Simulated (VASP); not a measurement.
# AlO5 (P6/mmm) in VASP: further runs

The runs below take AlO5 through single point, relaxation of cell and atoms, with PBE.

Program: VASP 6.6.1. These are calculated values, not measurements. Logs are shortened: lines on timing, memory, paths and dates and some standing lists are left out, and cuts for length are marked.

### 1 The cell of the first run

The structure is hexagonal, space group P6/mmm (No. 191). The conventional cell has a = 3.936 Å, b = 3.936 Å, c = 3.688 Å, α = 90.00°, β = 90.00°, γ = 120.00°. Al (site symmetry 6/mmm) has 8 O at 1.84 to 2.27 Å within 2.4 Å. Within 2.4 Å of O (site symmetry -6m2) lie 8 O at 1.84 to 2.27 Å. O (site symmetry -6m2) has 5 O at 1.84 to 2.27 Å and 3 Al at 2.27 Å within 2.4 Å. Within 2.4 Å of O (site symmetry 6/mmm) lie 2 Al at 1.84 Å and 6 O at 2.27 Å.

The cell was built from a structure type or drawn by symmetry, and may not be a known phase.

### 2 Single point, PBE

File INCAR:

```
SYSTEM = AlO5
ALGO = Normal
EDIFF = 1E-6
ENCUT = 600
GGA = PE
GGA_COMPAT = .FALSE.
ISIF = 2
ISMEAR = 0
LASPH = .TRUE.
LCHARG = .FALSE.
LREAL = .FALSE.
LWAVE = .FALSE.
NBANDS = 26
NELM = 120
PREC = Accurate
SIGMA = 0.2
```

File KPOINTS:

```
k-points
0
G
  5 5 4
  0 0 0
```

File POSCAR:

```
AlO5
1.0
    3.9361053155     -0.0000000028      0.0000000000
   -1.9680526553      3.4087671966      0.0000000000
    0.0000000000      0.0000000000      3.6877145472
Al O
1 5
Direct
    0.0000000000      0.0000000000      0.0000000000
    0.3333333333      0.6666666667      0.5000000000
    0.6666666667      0.3333333333      0.5000000000
    0.3333333333      0.6666666667      0.0000000000
    0.6666666667      0.3333333333      0.0000000000
    0.0000000000      0.0000000000      0.5000000000
```

Potentials or basis: VASP PAW PBE potentials, release 64 (Al, O).

Started as:

```bash
$ cat potpaw_PBE.64/Al/POTCAR potpaw_PBE.64/O/POTCAR > POTCAR
$ mpirun -np 1 vasp_std > vasp.out
```

OUTCAR:

```text
SYSTEM = AlO5
   EDIFF = 1E-6
   ENCUT = 600
   GGA = PE
   ISIF = 2
   ISMEAR = 0
   LASPH = .TRUE.
   LREAL = .FALSE.
   NELM = 120
   PREC = Accurate

 ion  position               nearest neighbor table
   1  0.000  0.000  0.000-   6 1.84   6 1.84   4 2.27   5 2.27   4 2.27   5 2.27   5 2.27   4 2.27

   2  0.333  0.667  0.500-   4 1.84   4 1.84
   3  0.667  0.333  0.500-   5 1.84   5 1.84
   4  0.333  0.667  0.000-   2 1.84   2 1.84   1 2.27   1 2.27   1 2.27
   5  0.667  0.333  0.000-   3 1.84   3 1.84   1 2.27   1 2.27   1 2.27
   6  0.000  0.000  0.500-   1 1.84   1 1.84

  LATTYP: Found a hexagonal cell.
 ALAT       =     3.9361053155
 C/A-ratio  =     0.9368942779

  Lattice vectors:

 A1 = (   3.9361053155,  -0.0000000028,   0.0000000000)
 A2 = (  -1.9680526553,   3.4087671966,   0.0000000000)
 A3 = (   0.0000000000,   0.0000000000,   3.6877145472)

Analysis of symmetry for initial positions (statically):
=====================================================================
 Subroutine PRICEL returns:
 Original cell was already a primitive cell.

 Routine SETGRP: Setting up the symmetry group for a
 hexagonal supercell.

 Subroutine GETGRP returns: Found 24 space group operations
 (whereof 24 operations were pure point group operations)
 out of a pool of 24 trial point group operations.

The static configuration has the point symmetry D_6h.

Analysis of symmetry for dynamics (positions and initial velocities):
=====================================================================
 Subroutine PRICEL returns:
 Original cell was already a primitive cell.

 Routine SETGRP: Setting up the symmetry group for a
 hexagonal supercell.

 Subroutine GETGRP returns: Found 24 space group operations
 (whereof 24 operations were pure point group operations)
 out of a pool of 24 trial point group operations.

The dynamic configuration has the point symmetry D_6h.

 Subroutine INISYM returns: Found 24 space group operations
 (whereof 24 operations are pure point group operations),
 and found     1 'primitive' translations

----------------------------------------------------------------------------------------

                                     Primitive cell

  volume of cell :      49.4790

  direct lattice vectors                    reciprocal lattice vectors
     3.936105315 -0.000000003  0.000000000     0.254058243  0.146680595  0.000000000
    -1.968052655  3.408767197  0.000000000     0.000000000  0.293361190  0.000000000
     0.000000000  0.000000000  3.687714547     0.000000000  0.000000000  0.271170663

  length of vectors
     3.936105315  3.936105315  3.687714547     0.293361190  0.293361190  0.271170663

  position of ions in fractional coordinates (direct lattice)
     0.000000000  0.000000000  0.000000000
     0.333333333  0.666666667  0.500000000
     0.666666667  0.333333333  0.500000000
     0.333333333  0.666666667  0.000000000
     0.666666667  0.333333333  0.000000000
     0.000000000  0.000000000  0.500000000

  ion indices of the primitive-cell ions
   primitive index   ion index
                 1           1
                 2           2
                 3           3
                 4           4
                 5           5
                 6           6

----------------------------------------------------------------------------------------

 KPOINTS: k-points

Automatic generation of k-mesh.
 Grid dimensions read from file:
 generate k-points for:    5    5    4

 Generating k-lattice:

  Cartesian coordinates                     Fractional coordinates (reciprocal lattice)
     0.050811649  0.029336119  0.000000000     0.200000000 -0.000000000  0.000000000
     0.000000000  0.058672238  0.000000000     0.000000000  0.200000000  0.000000000
     0.000000000  0.000000000  0.067792666     0.000000000  0.000000000  0.250000000

  Length of vectors
     0.058672238  0.058672238  0.067792666

  Shift w.r.t. Gamma in fractional coordinates (k-lattice)
     0.000000000  0.000000000  0.000000000

 Subroutine IBZKPT returns following result:
 ===========================================

 Found     15 irreducible k-points:

 Following reciprocal coordinates:
            Coordinates               Weight
  0.000000  0.000000  0.000000      1.000000
  0.200000  0.000000  0.000000      6.000000
  0.400000  0.000000  0.000000      6.000000
  0.200000  0.200000  0.000000      6.000000
  0.400000  0.200000  0.000000      6.000000
  0.000000  0.000000  0.250000      2.000000
  0.200000  0.000000  0.250000     12.000000
  0.400000  0.000000  0.250000     12.000000
  0.200000  0.200000  0.250000     12.000000
  0.400000  0.200000  0.250000     12.000000
  0.000000  0.000000  0.500000      1.000000
  0.200000  0.000000  0.500000      6.000000
  0.400000  0.000000  0.500000      6.000000
  0.200000  0.200000  0.500000      6.000000
  0.400000  0.200000  0.500000      6.000000
   k-points           NKPTS =     15   k-points in BZ     NKDIM =     15   number of bands    NBANDS=     26
   number of dos      NEDOS =    301   number of ions     NIONS =      6
   total plane-waves  NPLWV =  30720
   dimension x,y,z NGX =    32 NGY =   32 NGZ =   30
   dimension x,y,z NGXF=    64 NGYF=   64 NGZF=   60
   ions per type =               1   5
   NGX,Y,Z   is equivalent  to a cutoff of  13.52, 13.52, 13.52 a.u.
   NGXF,Y,Z  is equivalent  to a cutoff of  27.03, 27.03, 27.05 a.u.
 SYSTEM =  AlO5
   PREC   = accura    normal or accurate (medium, high low for compatibility)
   ISTART =      0    job   : 0-new  1-cont  2-samecut
   ICHARG =      2    charge: 1-file 2-atom 10-const
   ISPIN  =      1    spin polarized calculation?
   LNONCOLLINEAR =      F non collinear calculations
   LSORBIT =      F    spin-orbit coupling
   LASPH  =      T    aspherical Exc in radial PAW
   ENCUT  =  600.0 eV  44.10 Ry    6.64 a.u.   7.86  7.86  7.37*2*pi/ulx,y,z
   NELM   =    120;   NELMIN=  2; NELMDL= -5     # of ELM steps
   EDIFF  = 0.1E-05   stopping-criterion for ELM
   LREAL  =      F    real-space projection
   EDIFFG = 0.1E-04   stopping-criterion for IOM
   NSW    =      0    number of steps for IOM
   IBRION =     -1    ionic relax: 0-MD 1-quasi-New 2-CG
   NFREE  =      0    steps in history (QN), initial steepest desc. (CG)
   ISIF   =      2    stress and relaxation
   ISYM   =      2    0-nonsym 1-usesym 2-fastsym
   POTIM  = 0.5000    time-step for ionic-motion
   TEBEG  =    0.0;   TEEND  =   0.0 temperature during run
   PSTRESS=    0.0 pullay stress
   NELECT =      33.0000    total number of electrons
   NUPDOWN=      -1.0000    fix difference up-down
   EMIN   =  10.00;   EMAX   =-10.00  energy-range for DOS
   EFERMI =   0.00;   METHOD = LEGACY
   ISMEAR =     0;   SIGMA  =   0.20  broadening in eV -4-tet -1-fermi 0-gaus
   EFERMI_NEDOS =   21; number of points for ismear=-14 and -15
   IALGO  =     38    algorithm
   IMIX   =      4    mixing-type and parameters
     AMIX     =   0.40;   BMIX     =  1.00
     AMIX_MAG =   1.60;   BMIX_MAG =  1.00
  volume/ion in A,a.u.               =       8.25        55.65
  Fermi-wavevector in a.u.,A,eV,Ry     =   1.430339  2.702949 27.835753  2.045870
  Thomas-Fermi vector in A             =   2.550195
   LORBIT       =      0    0 simple, 1 ext, 2 COOP (PROOUT), +10 PAW based schemes
   GGA     = PE    functional components
   LHFCALC =     F    Hartree Fock is set to
   AEXX    =    0.0000 exact exchange contribution
   IVDW    =     0    specifies the selected vdW correction
   LEPSILON=     F    determine dielectric tensor
   LRPA    =     F    only Hartree local field effects (RPA)
 non-spin polarized calculation
 Gauss-broadening in eV      SIGMA  =   0.20
  energy-cutoff  :      600.00
  volume of cell :       49.48
 maximum number of plane-waves:      1659
 NGX is ok and might be reduce to    32
   NGX = 15   NGY = 15   NGZ = 15

 number of electron      32.9999996 magnetization

 Free energy of the ion-electron system (eV)
  ---------------------------------------------------
  ext. energy  EPLUGINS =         0.00000000
  ---------------------------------------------------
  free energy    TOTEN  =       -27.22481735 eV

  energy without entropy =      -27.11971418  energy(sigma->0) =      -27.17226576

 E-fermi :   4.6207     XC(G=0): -11.8878

 val. band max:        4.5949385637   @ k =   0.4000   0.0000   0.2500
 cond. band min:       4.6530476616   @ k =   0.2000   0.2000   0.0000
 fundamental gap:      0.0581090979
 Fermi energy:         4.6207281114

 k-point     1 :       0.0000    0.0000    0.0000
  band No.  band energies     occupation
      1     -16.6402      2.00000
      2     -13.3899      2.00000
      3     -12.9134      2.00000
      4     -10.8459      2.00000
      5      -8.9608      2.00000
      6      -3.2492      2.00000
[... 18 lines left out ...]
     25      18.4298      0.00000
     26      20.5630      0.00000

 k-point     2 :       0.2000    0.0000    0.0000
  band No.  band energies     occupation
      1     -16.3620      2.00000
      2     -13.6753      2.00000
      3     -13.0083      2.00000
      4     -10.8112      2.00000
      5      -9.1773      2.00000
      6      -3.0097      2.00000
[... 18 lines left out ...]
     25      17.8663      0.00000
     26      20.2070      0.00000

 k-point     3 :       0.4000    0.0000    0.0000
  band No.  band energies     occupation
      1     -15.6319      2.00000
      2     -14.4320      2.00000
      3     -13.2026      2.00000
      4     -10.5872      2.00000
      5      -9.6429      2.00000
      6      -2.4067      2.00000
[... 311 lines left out ...]
 k-point    14 :       0.2000    0.2000    0.5000
  band No.  band energies     occupation
      1     -14.4359      2.00000
      2     -13.8129      2.00000
      3     -12.5967      2.00000
      4     -12.4741      2.00000
      5     -12.3528      2.00000
      6      -2.3046      2.00000
[... 18 lines left out ...]
     25      21.3144      0.00000
     26      21.4318      0.00000

 k-point    15 :       0.4000    0.2000    0.5000
  band No.  band energies     occupation
      1     -13.5903      2.00000
      2     -13.4250      2.00000
      3     -13.3685      2.00000
      4     -12.8370      2.00000
      5     -12.6835      2.00000
      6      -2.7611      2.00000
[... 18 lines left out ...]
     25      20.8853      0.00000
     26      21.2823      0.00000

------------------------ aborting loop because EDIFF is reached ----------------------------------------

  FORCE on cell =-STRESS in cart. coord.  units (eV):
  Direction    XX          YY          ZZ          XY          YZ          ZX
  --------------------------------------------------------------------------------------
  -------------------------------------------------------------------------------------
  Total       -0.1065069     -0.1065069     -0.0391317     -0.0000000      0.0000000     -0.0000000
  in kB       -3.4487934     -3.4487934     -1.2671208     -0.0000000      0.0000000     -0.0000000
  external PRESSURE =      -2.7215692 kB  Pullay stress =       0.0000000 kB

 VOLUME and BASIS-vectors are now :
 -----------------------------------------------------------------------------
  energy-cutoff  :      600.00
  volume of cell :       49.48
      direct lattice vectors                 reciprocal lattice vectors
     3.936105315 -0.000000003  0.000000000     0.254058243  0.146680595  0.000000000
    -1.968052655  3.408767197  0.000000000     0.000000000  0.293361190  0.000000000
     0.000000000  0.000000000  3.687714547     0.000000000  0.000000000  0.271170663

 POSITION                                       TOTAL-FORCE (eV/Angst)
 -----------------------------------------------------------------------------------
      0.00000      0.00000      0.00000         0.000000     -0.000000     -0.000000
      0.00000      2.27251      1.84386        -0.000000      0.000000     -0.000000
      1.96805      1.13626      1.84386         0.000000     -0.000000     -0.000000
      0.00000      2.27251      0.00000         0.000000      0.000000      0.000000
      1.96805      1.13626      0.00000        -0.000000     -0.000000     -0.000000
      0.00000      0.00000      1.84386         0.000000     -0.000000     -0.000000
 -----------------------------------------------------------------------------------
    total drift:                               -0.000000      0.000000     -0.000000

  FREE ENERGIE OF THE ION-ELECTRON SYSTEM (eV)
  ---------------------------------------------------
  free  energy   TOTEN  =       -27.2248173460 eV

  energy  without entropy=      -27.1197141780  energy(sigma->0) =      -27.17226576
```

It took 26 s on 1 thread of Intel Xeon Platinum 8488C (Sapphire Rapids), shared host; peak memory 0.17 GiB.

Results:

```
Free energy            : -27.2248 eV
Pressure               : -0.3 GPa
Band gap on the k mesh : zero (an odd number of electrons rules out a gap without spin polarisation)
```

Caveat: the k points lie up to 0.43 Å⁻¹ apart, too coarse for converged energies and pressures of a metal; an odd number of electrons without spin polarisation forces a metal; a magnetic or distorted state may lie lower.

### 3 Single point, PBE

This run uses another cell than the first one, of 10.29 Å³/atom.

File INCAR:

```
PREC = Accurate
ENCUT = 600
EDIFF = 1E-6
ISMEAR = 0
SIGMA = 0.2
LREAL = False
LASPH = True
NELM = 120
ALGO = Normal
ISIF = 2
LWAVE = False
LCHARG = False
GGA = PE
NBANDS = 26
GGA_COMPAT = False
```

File KPOINTS:

```
regular mesh
0
Gamma
  4 4 4
```

File POSCAR:

```
AlO5
1.0
    4.5270511563      0.0000000000      0.0000000000
   -2.2635255782      3.9205413056      0.0000000000
    0.0000000000      0.0000000000      3.4800283018
Al O
1 5
Direct
    0.0000000000      0.0000000000      0.5000000000
    0.3333333333      0.6666666667      0.6850249168
    0.3333333333      0.6666666667      0.3149750832
    0.6666666667      0.3333333333      0.3149750832
    0.6666666667      0.3333333333      0.6850249168
    0.0000000000      0.0000000000      0.0000000000
```

Potentials or basis: VASP PAW PBE potentials, release 64 (Al, O).

Started as:

```bash
$ cat potpaw_PBE.64/Al/POTCAR potpaw_PBE.64/O/POTCAR > POTCAR
$ mpirun -np 1 vasp_std > vasp.out
```

It took 18 s on 1 thread of Intel Xeon Platinum 8488C (Sapphire Rapids), shared host; peak memory 0.18 GiB.

It converged, with:

- Free energy: -30.5106 eV
- Pressure: 1.1 GPa
- Largest force: 0.659 eV/Å
- Band gap on the k mesh: zero (an odd number of electrons rules out a gap without spin polarisation)

Forces in eV/Å, atoms in the order of the input:
```
Al   0.000  0.000  0.000
O    0.000  0.000  0.659
O    0.000  0.000 -0.659
O    0.000  0.000 -0.659
O    0.000  0.000  0.659
O    0.000  0.000  0.000
```

Stress tensor (GPa, compression positive):
```
-0.06  0.00  0.00
 0.00 -0.06  0.00
 0.00  0.00  3.55
```

Levels at points of the mesh, in eV from the Fermi level:
| k point | band 13 | band 14 | band 15 | band 16 | band 17 | band 18 | band 19 | band 20 |
| --- | --- | --- | --- | --- | --- | --- | --- | --- |
| (0.00, 0.00, 0.00) | -2.17 | -2.17 | -0.60 | -0.60 | 0.44 | 0.44 | 0.92 | 7.42 |
| (0.50, 0.00, 0.00) | -2.34 | -2.20 | -0.84 | -0.26 | 0.30 | 0.69 | 2.41 | 6.55 |
| (0.00, 0.00, 0.50) | -2.83 | -2.83 | -1.73 | -1.73 | 0.38 | 0.38 | 3.65 | 5.63 |
| (0.50, 0.00, 0.50) | -3.47 | -2.50 | -1.44 | -0.63 | -0.18 | 0.06 | 4.88 | 4.98 |

Caveat: the k points lie up to 0.45 Å⁻¹ apart, too coarse for converged energies and pressures of a metal; an odd number of electrons without spin polarisation forces a metal; a magnetic or distorted state may lie lower.

### 4 Relaxation of cell and atoms, PBE

This run uses another cell than the first one, of 10.33 Å³/atom.

File INCAR:

```
SYSTEM = AlO5
PREC = Accurate
ENCUT = 600
EDIFF = 1E-7
ISMEAR = 0
SIGMA = 0.2
LREAL = .FALSE.
LASPH = .TRUE.
NELM = 120
ALGO = Normal
ISIF = 3
LWAVE = .FALSE.
LCHARG = .FALSE.
GGA = PE
IBRION = 2
NSW = 36
EDIFFG = -0.08
GGA_COMPAT = .FALSE.
NELMIN = 4
```

File KPOINTS:

```
regular mesh
0
G
  5 5 3
  0 0 0
```

File POSCAR:

```
AlO5
1.0
    3.6835281600      0.0000000000      0.0000000000
   -1.8417640800      3.1900289600      0.0000000000
    0.0000000000      0.0000000000      5.2727187400
Al O
1 5
Direct
    0.0000000000      0.0000000000      0.0000000000
    0.5000000000      0.0000000000      0.5000000000
    0.0000000000      0.5000000000      0.5000000000
    0.5000000000      0.5000000000      0.5000000000
    0.0000000000      0.0000000000      0.3667643000
    0.0000000000      0.0000000000      0.6332357000
```

Started as:

```bash
$ cat potpaw_PBE.64/Al/POTCAR potpaw_PBE.64/O/POTCAR > POTCAR
$ mpirun -np 1 vasp_std > vasp.out
```

It took 5.8 min on 1 thread of Intel Xeon Platinum 8488C (Sapphire Rapids), shared host; peak memory 0.19 GiB.

The run converged. Its results:

```
Free energy                           : -22.6240 eV
Relaxed volume                        : 13.21 Å³/atom
Relaxed cell                          : a = 3.630 Å, b = 3.630 Å, c = 6.946 Å, α = 90.00°, β = 90.00°, γ = 120.00°
Space group after relaxing (to 0.1 Å) : P6/mmm (No. 191)
Energy gained by relaxing             : 1224.9 meV/atom
Ionic steps                           : 22
Pressure after relaxing               : 0.3 GPa
Largest force after relaxing          : 0.039 eV/Å
Band gap on the k mesh                : zero (an odd number of electrons rules out a gap without spin polarisation)
```

Forces on the atoms (eV/Å):
```
Al   0.000  0.000  0.000
O    0.000  0.000  0.000
O    0.000  0.000  0.000
O    0.000  0.000  0.000
O    0.000  0.000 -0.039
O    0.000  0.000  0.039
```

Stress tensor (GPa, compression positive):
```
-0.06  0.00  0.00
 0.00 -0.06  0.00
 0.00  0.00  0.89
```

The path:
```tsv
step	energy change (eV)	largest force (eV/Å)	pressure (GPa)	volume (Å³)
1	0.0000	3.8307	45.99	61.96
2	-4.4152	4.6867	-6.43	91.89
3	-4.4285	4.3660	-8.35	95.54
4	-4.4274	4.6040	-7.01	92.95
5	-4.0621	7.7576	7.96	92.49
6	-5.1542	0.6672	-2.67	92.73
7	-5.7976	0.0080	-1.30	89.37
8	-6.5705	0.4717	2.73	82.33
9	-6.3172	3.7402	26.53	66.07
10	-6.9057	1.9860	9.89	75.93
11	-6.8652	2.9299	16.74	71.08
12	-7.1160	0.9651	10.96	71.68
13	-7.1255	0.5708	9.78	71.80
14	-7.1254	0.4841	9.51	71.83
15	-7.1907	0.3476	7.83	72.88
16	-7.3147	0.0315	3.38	76.06
17	-7.2957	0.6881	-3.34	82.61
18	-7.3450	0.3513	-0.09	79.08
19	-7.3453	0.3266	0.17	78.84
20	-7.3478	0.1211	0.43	78.98
21	-7.3480	0.0314	0.54	79.04
22	-7.3492	0.0385	0.26	79.27
```

Final structure:
```
CELL_PARAMETERS angstrom
3.63001 0.00000 0.00000
-1.81501 3.14368 0.00000
0.00000 0.00000 6.94634
ATOMIC_POSITIONS crystal
Al 0.00000 0.00000 0.00000
O 0.50000 0.00000 0.50000
O 0.00000 0.50000 0.50000
O 0.50000 0.50000 0.50000
O 0.00000 0.00000 0.23661
O 0.00000 0.00000 0.76339
```

Levels at points of the mesh, in eV from the Fermi level:
| k point | band 14 | band 15 | band 16 | band 17 | band 18 | band 19 |
| --- | --- | --- | --- | --- | --- | --- |
| (0.00, 0.00, 0.00) | -0.29 | -0.29 | -0.24 | -0.24 | 1.20 | 2.90 |

Caveat: the k points lie up to 0.40 Å⁻¹ apart in the final cell, too coarse for converged energies and pressures of a metal; the volume moved by over 15 % at a fixed basis, so the end points are rough; an odd number of electrons without spin polarisation forces a metal; a magnetic or distorted state may lie lower; the relaxation stopped at a loose force limit of 0.08 eV/Å, so its end isn't a converged minimum.

[end of part 1 of 2]
